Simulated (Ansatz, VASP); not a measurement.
Two plane-wave programs on AlCu

```
Al Cu
1.0
     2.84763    0.00000    0.00000
     0.00000    2.84763    0.00000
     0.00000    0.00000    2.84763
Al Cu
1 1
Direct
  0.00000 0.00000 0.00000
  0.50000 0.50000 0.50000
```

Change from the starting cell: strain -0.050 along x and y, -0.050 along z, atoms carried along.

Alike in both runs: task single point; functional r2SCAN; k mesh 16 × 16 × 16; occupations gaussian, width 0.15 eV; no spin polarisation.

|  | VASP | Ansatz |
| --- | --- | --- |
| version | VASP 6.6.1 | Ansatz 0.2.0 |
| potentials or method | VASP PAW PBE potentials, release 64 (Al, Cu), cutoff 520 eV | scalar-relativistic, plane waves, PAW |
| valence electrons in the cell | 14 | 22 |

```tsv
	VASP	Ansatz	Ansatz less VASP
gap on the k mesh at the Fermi level (eV)	none	none	-
pressure (GPa)	19.2	19.5	+0.24
```

VASP's potentials were made for PBE, not for r2SCAN. A gap of «none» marks a metal or a gap that the smearing closes. The functional is the same, so the differences come from potentials, cutoffs and numerics. VASP's potentials hold 14 valence electrons a cell and Ansatz's 22, so a difference there can come from the potentials and not from the codes.
